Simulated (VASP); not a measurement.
# BeTe (Pm-3m) in VASP: a series of runs

The runs below take BeTe through single point, with PBE.

Everything below comes from runs of VASP 6.6.1. Logs are shortened: lines on timing, memory, paths and dates and some standing lists are left out, and cuts for length are marked.

### Step 1. The cell of the first run

Symmetry: Pm-3m, No. 221, cubic system. The conventional cell has a = 3.365 Å, b = 3.365 Å, c = 3.365 Å, α = 90.00°, β = 90.00°, γ = 90.00°. Be (site symmetry m-3m) has 8 Te at 2.91 Å and 6 Be at 3.37 Å within 3.8 Å. Te (site symmetry m-3m) has 8 Be at 2.91 Å and 6 Te at 3.37 Å within 3.8 Å.

### Step 2. Single point, PBE

Input file INCAR:

```
PREC = Accurate
ENCUT = 600
EDIFF = 1E-6
ISMEAR = -1
SIGMA = 0.02
LREAL = False
LASPH = True
NELM = 120
ALGO = Normal
ISIF = 2
LWAVE = False
LCHARG = False
GGA = PE
NBANDS = 11
GGA_COMPAT = False
```

Input file KPOINTS:

```
Automatic mesh
0
Gamma
  6 6 6
```

Input file POSCAR:

```
BeTe
1.0
    3.3650594837      0.0000000000      0.0000000000
    0.0000000000      3.3650594837      0.0000000000
    0.0000000000      0.0000000000      3.3650594837
Be Te
1 1
Direct
    0.0000000000      0.0000000000      0.0000000000
    0.5000000000      0.5000000000      0.5000000000
```

Potentials or basis: VASP PAW PBE potentials, release 64 (Be, Te).

Command:

```console
cat potpaw_PBE.64/Be/POTCAR potpaw_PBE.64/Te/POTCAR > POTCAR
mpirun -np 1 vasp_std > vasp.out
```

OUTCAR:

```text
PREC = Accurate
   ENCUT = 600
   EDIFF = 1E-6
   ISMEAR = -1
   LREAL = False
   LASPH = True
   NELM = 120
   ISIF = 2
   GGA = PE

 ion  position               nearest neighbor table
   1  0.000  0.000  0.000-   2 2.91   2 2.91   2 2.91   2 2.91   2 2.91   2 2.91   2 2.91   2 2.91

   2  0.500  0.500  0.500-   1 2.91   1 2.91   1 2.91   1 2.91   1 2.91   1 2.91   1 2.91   1 2.91

  LATTYP: Found a simple cubic cell.
 ALAT       =     3.3650594837

  Lattice vectors:

 A1 = (   3.3650594837,   0.0000000000,   0.0000000000)
 A2 = (   0.0000000000,   3.3650594837,   0.0000000000)
 A3 = (   0.0000000000,   0.0000000000,   3.3650594837)

Analysis of symmetry for initial positions (statically):
=====================================================================
 Subroutine PRICEL returns:
 Original cell was already a primitive cell.

 Routine SETGRP: Setting up the symmetry group for a
 simple cubic supercell.

 Subroutine GETGRP returns: Found 48 space group operations
 (whereof 48 operations were pure point group operations)
 out of a pool of 48 trial point group operations.

The static configuration has the point symmetry O_h .

Analysis of symmetry for dynamics (positions and initial velocities):
=====================================================================
 Subroutine PRICEL returns:
 Original cell was already a primitive cell.

 Routine SETGRP: Setting up the symmetry group for a
 simple cubic supercell.

 Subroutine GETGRP returns: Found 48 space group operations
 (whereof 48 operations were pure point group operations)
 out of a pool of 48 trial point group operations.

The dynamic configuration has the point symmetry O_h .

 Subroutine INISYM returns: Found 48 space group operations
 (whereof 48 operations are pure point group operations),
 and found     1 'primitive' translations

----------------------------------------------------------------------------------------

                                     Primitive cell

  volume of cell :      38.1047

  direct lattice vectors                    reciprocal lattice vectors
     3.365059484  0.000000000  0.000000000     0.297171567  0.000000000  0.000000000
     0.000000000  3.365059484  0.000000000     0.000000000  0.297171567  0.000000000
     0.000000000  0.000000000  3.365059484     0.000000000  0.000000000  0.297171567

  length of vectors
     3.365059484  3.365059484  3.365059484     0.297171567  0.297171567  0.297171567

  position of ions in fractional coordinates (direct lattice)
     0.000000000  0.000000000  0.000000000
     0.500000000  0.500000000  0.500000000

  ion indices of the primitive-cell ions
   primitive index   ion index
                 1           1
                 2           2

----------------------------------------------------------------------------------------

 KPOINTS: Automatic mesh

Automatic generation of k-mesh.
 Grid dimensions read from file:
 generate k-points for:    6    6    6

 Generating k-lattice:

  Cartesian coordinates                     Fractional coordinates (reciprocal lattice)
     0.049528595  0.000000000  0.000000000     0.166666667  0.000000000  0.000000000
     0.000000000  0.049528595  0.000000000     0.000000000  0.166666667  0.000000000
     0.000000000  0.000000000  0.049528595     0.000000000  0.000000000  0.166666667

  Length of vectors
     0.049528595  0.049528595  0.049528595

  Shift w.r.t. Gamma in fractional coordinates (k-lattice)
     0.000000000  0.000000000  0.000000000

 Subroutine IBZKPT returns following result:
 ===========================================

 Found     20 irreducible k-points:

 Following reciprocal coordinates:
            Coordinates               Weight
  0.000000  0.000000  0.000000      1.000000
  0.166667  0.000000  0.000000      6.000000
  0.333333  0.000000  0.000000      6.000000
  0.500000  0.000000  0.000000      3.000000
  0.166667  0.166667  0.000000     12.000000
  0.333333  0.166667  0.000000     24.000000
[... 12 lines left out ...]
  0.500000  0.500000  0.333333      6.000000
  0.500000  0.500000  0.500000      1.000000
   k-points           NKPTS =     20   k-points in BZ     NKDIM =     20   number of bands    NBANDS=     11
   number of dos      NEDOS =    301   number of ions     NIONS =      2
   total plane-waves  NPLWV =  21952
   dimension x,y,z NGX =    28 NGY =   28 NGZ =   28
   dimension x,y,z NGXF=    56 NGYF=   56 NGZF=   56
   ions per type =               1   1
   NGX,Y,Z   is equivalent  to a cutoff of  13.83, 13.83, 13.83 a.u.
   NGXF,Y,Z  is equivalent  to a cutoff of  27.67, 27.67, 27.67 a.u.
 SYSTEM =  unknown system
   PREC   = accura    normal or accurate (medium, high low for compatibility)
   ISTART =      0    job   : 0-new  1-cont  2-samecut
   ICHARG =      2    charge: 1-file 2-atom 10-const
   ISPIN  =      1    spin polarized calculation?
   LNONCOLLINEAR =      F non collinear calculations
   LSORBIT =      F    spin-orbit coupling
   LASPH  =      T    aspherical Exc in radial PAW
   ENCUT  =  600.0 eV  44.10 Ry    6.64 a.u.   6.72  6.72  6.72*2*pi/ulx,y,z
   NELM   =    120;   NELMIN=  2; NELMDL= -5     # of ELM steps
   EDIFF  = 0.1E-05   stopping-criterion for ELM
   LREAL  =      F    real-space projection
   EDIFFG = 0.1E-04   stopping-criterion for IOM
   NSW    =      0    number of steps for IOM
   IBRION =     -1    ionic relax: 0-MD 1-quasi-New 2-CG
   NFREE  =      0    steps in history (QN), initial steepest desc. (CG)
   ISIF   =      2    stress and relaxation
   ISYM   =      2    0-nonsym 1-usesym 2-fastsym
   POTIM  = 0.5000    time-step for ionic-motion
   TEBEG  =    0.0;   TEEND  =   0.0 temperature during run
   PSTRESS=    0.0 pullay stress
   NELECT =       8.0000    total number of electrons
   NUPDOWN=      -1.0000    fix difference up-down
   EMIN   =  10.00;   EMAX   =-10.00  energy-range for DOS
   EFERMI =   0.00;   METHOD = LEGACY
   ISMEAR =    -1;   SIGMA  =   0.02  broadening in eV -4-tet -1-fermi 0-gaus
   EFERMI_NEDOS =   21; number of points for ismear=-14 and -15
   IALGO  =     38    algorithm
   IMIX   =      4    mixing-type and parameters
     AMIX     =   0.40;   BMIX     =  1.00
     AMIX_MAG =   1.60;   BMIX_MAG =  1.00
  volume/ion in A,a.u.               =      19.05       128.57
  Fermi-wavevector in a.u.,A,eV,Ry     =   0.972998  1.838700 12.880985  0.946726
  Thomas-Fermi vector in A             =   2.103342
   LORBIT       =      0    0 simple, 1 ext, 2 COOP (PROOUT), +10 PAW based schemes
   GGA     = PE    functional components
   LHFCALC =     F    Hartree Fock is set to
   AEXX    =    0.0000 exact exchange contribution
   IVDW    =     0    specifies the selected vdW correction
   LEPSILON=     F    determine dielectric tensor
   LRPA    =     F    only Hartree local field effects (RPA)
 non-spin polarized calculation
  energy-cutoff  :      600.00
  volume of cell :       38.10
 maximum number of plane-waves:      1328
 NGX is ok and might be reduce to    28
   NGX = 13   NGY = 13   NGZ = 13

 number of electron       8.0000001 magnetization

 Free energy of the ion-electron system (eV)
  ---------------------------------------------------
  ext. energy  EPLUGINS =         0.00000000
  ---------------------------------------------------
  free energy    TOTEN  =        -5.41091654 eV

  energy without entropy =       -5.40828616  energy(sigma->0) =       -5.40960135

 E-fermi :   7.8864     XC(G=0): -10.1255

 val. band max:        7.8713879377   @ k =   0.3333   0.0000   0.0000
 cond. band min:       7.9333702577   @ k =   0.3333   0.3333   0.0000
 fundamental gap:      0.0619823200
 Fermi energy:         7.8864421384

 k-point     1 :       0.0000    0.0000    0.0000
  band No.  band energies     occupation
      1      -6.1737      2.00000
      2       6.6157      2.00000
      3       6.6157      2.00000
      4       6.6157      2.00000
      5       8.4231      0.00000
      6      11.9158      0.00000
      7      11.9158      0.00000
      8      15.9855      0.00000
      9      15.9855      0.00000
     10      15.9855      0.00000
     11      21.9742      0.00000

 k-point     2 :       0.1667    0.0000    0.0000
  band No.  band energies     occupation
      1      -5.8850      2.00000
      2       4.2109      2.00000
      3       6.9523      2.00000
      4       6.9523      2.00000
      5       9.3196      0.00000
      6      12.2374      0.00000
      7      14.2912      0.00000
      8      14.9275      0.00000
      9      14.9275      0.00000
     10      15.1175      0.00000
     11      20.3402      0.00000

 k-point     3 :       0.3333    0.0000    0.0000
  band No.  band energies     occupation
      1      -5.1383      2.00000
      2       1.4708      2.00000
      3       7.8714      1.35954
      4       7.8714      1.35954
      5      10.1013      0.00000
      6      12.8212      0.00000
      7      12.8212      0.00000
      8      13.1827      0.00000
      9      13.4908      0.00000
     10      17.4017      0.00000
     11      18.8122      0.00000

 k-point     4 :       0.5000    0.0000    0.0000
  band No.  band energies     occupation
      1      -4.5962      2.00000
      2       0.2275      2.00000
      3       8.6615      0.00000
      4       8.6615      0.00000
      5      10.7041      0.00000
      6      11.5382      0.00000
      7      11.5382      0.00000
      8      12.4964      0.00000
      9      14.2822      0.00000
     10      15.6342      0.00000
     11      22.5122      0.00000
[... 183 lines left out ...]
 k-point    18 :       0.5000    0.3333    0.3333
  band No.  band energies     occupation
      1      -2.5233      2.00000
      2       2.5173      2.00000
      3       4.2180      2.00000
      4       4.8042      2.00000
      5       7.6731      1.99995
      6       7.8228      1.92031
      7      10.0281      0.00000
      8      11.2088      0.00000
      9      21.8049      0.00000
     10      21.9828      0.00000
     11      22.5981      0.00000

 k-point    19 :       0.5000    0.5000    0.3333
  band No.  band energies     occupation
      1      -2.0058      2.00000
      2       3.2455      2.00000
      3       3.2455      2.00000
      4       5.2737      2.00000
      5       6.4200      2.00000
      6       8.6628      0.00000
      7       8.6628      0.00000
      8       9.7987      0.00000
      9      23.2491      0.00000
     10      23.2491      0.00000
     11      23.5477      0.00000

 k-point    20 :       0.5000    0.5000    0.5000
  band No.  band energies     occupation
      1      -1.5191      2.00000
      2       4.0657      2.00000
      3       4.0657      2.00000
      4       4.0657      2.00000
      5       7.1778      2.00000
      6       7.1778      2.00000
      7       7.1778      2.00000
      8       8.5775      0.00000
      9      24.6034      0.00000
     10      24.6034      0.00000
     11      24.6034      0.00000

------------------------ aborting loop because EDIFF is reached ----------------------------------------

  FORCE on cell =-STRESS in cart. coord.  units (eV):
  Direction    XX          YY          ZZ          XY          YZ          ZX
  --------------------------------------------------------------------------------------
  -------------------------------------------------------------------------------------
  Total       -0.2645042     -0.2645042     -0.2645042      0.0000000     -0.0000000     -0.0000000
  in kB      -11.1215387    -11.1215387    -11.1215387      0.0000000     -0.0000000     -0.0000000
  external PRESSURE =     -11.1215387 kB  Pullay stress =       0.0000000 kB

 VOLUME and BASIS-vectors are now :
 -----------------------------------------------------------------------------
  energy-cutoff  :      600.00
  volume of cell :       38.10
      direct lattice vectors                 reciprocal lattice vectors
     3.365059484  0.000000000  0.000000000     0.297171567  0.000000000  0.000000000
     0.000000000  3.365059484  0.000000000     0.000000000  0.297171567  0.000000000
     0.000000000  0.000000000  3.365059484     0.000000000  0.000000000  0.297171567

 POSITION                                       TOTAL-FORCE (eV/Angst)
 -----------------------------------------------------------------------------------
      0.00000      0.00000      0.00000         0.000000      0.000000      0.000000
      1.68253      1.68253      1.68253         0.000000      0.000000      0.000000
 -----------------------------------------------------------------------------------
    total drift:                               -0.000000      0.000000      0.000000

  FREE ENERGIE OF THE ION-ELECTRON SYSTEM (eV)
  ---------------------------------------------------
  free  energy   TOTEN  =        -5.4109165437 eV

  energy  without entropy=       -5.4082861636  energy(sigma->0) =       -5.40960135
```

It took 6.5 s on 1 thread of Intel Xeon Platinum 8559C (Emerald Rapids), shared host; peak memory 0.16 GiB.

What came out:

```
Free energy            : -5.4109 eV
Pressure               : -1.1 GPa
Band gap on the k mesh : zero (band 4 reaches 8.92 eV, above the bottom of band 5 at 6.42 eV)
```

Levels at points of the mesh, in eV from the Fermi level:
```csv
k point,band 1,band 2,band 3,band 4,band 5,band 6,band 7,band 8
"(0.00, 0.00, 0.00)",-14.06,-1.27,-1.27,-1.27,0.54,4.03,4.03,8.10
"(0.50, 0.00, 0.00)",-12.48,-7.66,0.78,0.78,2.82,3.65,3.65,4.61
"(0.50, 0.50, 0.00)",-10.87,-5.93,-5.93,-2.44,2.03,5.01,6.02,6.02
"(0.50, 0.50, 0.50)",-9.41,-3.82,-3.82,-3.82,-0.71,-0.71,-0.71,0.69
```

Caveat: spin-orbit coupling is left out, which moves the levels of the heavy elements.

### Step 3. Single point, PBE, non-collinear spin, zero start, spin-orbit coupling

Input file INCAR:

```
ALGO = Normal
EDIFF = 1E-6
ENCUT = 600
GGA = PE
GGA_COMPAT = False
ISIF = 2
ISMEAR = -1
LASPH = True
LCHARG = False
LORBIT = 11
LORBMOM = True
LREAL = False
LSORBIT = True
LWAVE = False
MAGMOM = 0 0 0 0 0 0
NBANDS = 20
NELM = 200
PREC = Accurate
SIGMA = 0.02
```

Input file KPOINTS:

```
k-points
0
Gamma
  4 4 4
```

POSCAR is that of step 2.

Potentials or basis: VASP PAW PBE potentials, release 64 (Be, Te).

Command:

```console
cat potpaw_PBE.64/Be/POTCAR potpaw_PBE.64/Te/POTCAR > POTCAR
mpirun -np 1 vasp_ncl > vasp.out
```

OUTCAR:

```text
EDIFF = 1E-6
   ENCUT = 600
   GGA = PE
   ISIF = 2
   ISMEAR = -1
   LASPH = True
   LORBIT = 11
   LREAL = False
   LSORBIT = True
   NELM = 200
   PREC = Accurate

 ion  position               nearest neighbor table
   1  0.000  0.000  0.000-   2 2.91   2 2.91   2 2.91   2 2.91   2 2.91   2 2.91   2 2.91   2 2.91

   2  0.500  0.500  0.500-   1 2.91   1 2.91   1 2.91   1 2.91   1 2.91   1 2.91   1 2.91   1 2.91

  LATTYP: Found a simple cubic cell.
 ALAT       =     3.3650594837

  Lattice vectors:

 A1 = (   3.3650594837,   0.0000000000,   0.0000000000)
 A2 = (   0.0000000000,   3.3650594837,   0.0000000000)
 A3 = (   0.0000000000,   0.0000000000,   3.3650594837)

Analysis of symmetry for initial positions (statically):
=====================================================================
 Subroutine PRICEL returns:
 Original cell was already a primitive cell.

 Routine SETGRP: Setting up the symmetry group for a
 simple cubic supercell.

 Subroutine GETGRP returns: Found 48 space group operations
 (whereof 48 operations were pure point group operations)
[... 477 lines left out ...]
     0.0000000     0.0000000     0.0000000     0.0000000     0.0000000     0.0000000     0.0000000
     0.0000000     0.0000000     0.0000000     0.0000000     0.0000000     0.0000000     0.0000000
     0.0000000     0.0000000     0.0000000     0.0000000     0.0000000     0.0000000     0.0000000
     0.0000000     0.0000000     0.0000000     0.0000000     0.0000000     0.0000000     0.0000000
     0.0000000     0.0000000     0.0000000     0.0000000     0.0000000     0.0000000     0.0000000
     0.0000000     0.0000000     0.0000000     0.0000000     0.0000000     0.0000000     0.0000000

 Ion:    2  E_soc:     -0.1992912
 l=   1
     0.0000000    -0.0329639    -0.0329639
    -0.0329639     0.0000000    -0.0329639
    -0.0329639    -0.0329639     0.0000000
 l=   2
     0.0000000    -0.0000131     0.0000000    -0.0000131    -0.0002382
    -0.0000131     0.0000000    -0.0001786    -0.0000131    -0.0000595
     0.0000000    -0.0001786     0.0000000    -0.0001786     0.0000000
    -0.0000131    -0.0000131    -0.0001786     0.0000000    -0.0000595
    -0.0002382    -0.0000595     0.0000000    -0.0000595     0.0000000
 l=   3
     0.0000000     0.0000000     0.0000000     0.0000000     0.0000000     0.0000000     0.0000000
     0.0000000     0.0000000     0.0000000     0.0000000     0.0000000     0.0000000     0.0000000
     0.0000000     0.0000000     0.0000000     0.0000000     0.0000000     0.0000000     0.0000000
     0.0000000     0.0000000     0.0000000     0.0000000     0.0000000     0.0000000     0.0000000
     0.0000000     0.0000000     0.0000000     0.0000000     0.0000000     0.0000000     0.0000000
     0.0000000     0.0000000     0.0000000     0.0000000     0.0000000     0.0000000     0.0000000
     0.0000000     0.0000000     0.0000000     0.0000000     0.0000000     0.0000000     0.0000000

 total charge

# of ion       s       p       d       tot
------------------------------------------
    1        0.369   0.350   0.000   0.719
    2        1.411   1.833   0.078   3.322
--------------------------------------------------
tot          1.780   2.183   0.078   4.041

 magnetization (x)

# of ion       s       p       d       tot
------------------------------------------
    1       -0.000   0.000   0.000  -0.000
    2        0.000  -0.000   0.000   0.000
--------------------------------------------------
tot          0.000  -0.000   0.000   0.000

 magnetization (y)

# of ion       s       p       d       tot
------------------------------------------
    1       -0.000   0.000   0.000  -0.000
    2       -0.000  -0.000  -0.000  -0.000
--------------------------------------------------
tot         -0.000  -0.000  -0.000  -0.000

 magnetization (z)

# of ion       s       p       d       tot
------------------------------------------
    1        0.000   0.000   0.000   0.000
    2        0.000   0.000   0.000   0.000
--------------------------------------------------
tot          0.000   0.000   0.000   0.000
```

Run time: 15 s. Hardware: 1 thread of Intel Xeon Platinum 8559C (Emerald Rapids), shared host; peak memory 0.24 GiB.

What came out:

```
Free energy                                           : -5.4312 eV
Pressure                                              : -1.0 GPa
Net moment                                            : 0.00 μB per cell
Valence electrons inside the program's atomic spheres : Be 0.72; Te 3.32
```

Moments on the atoms (μB; x, y, z):
```
Be  0.00 0.00 0.00
Te  0.00 0.00 0.00
```

Caveat: the k points lie up to 0.47 Å⁻¹ apart.
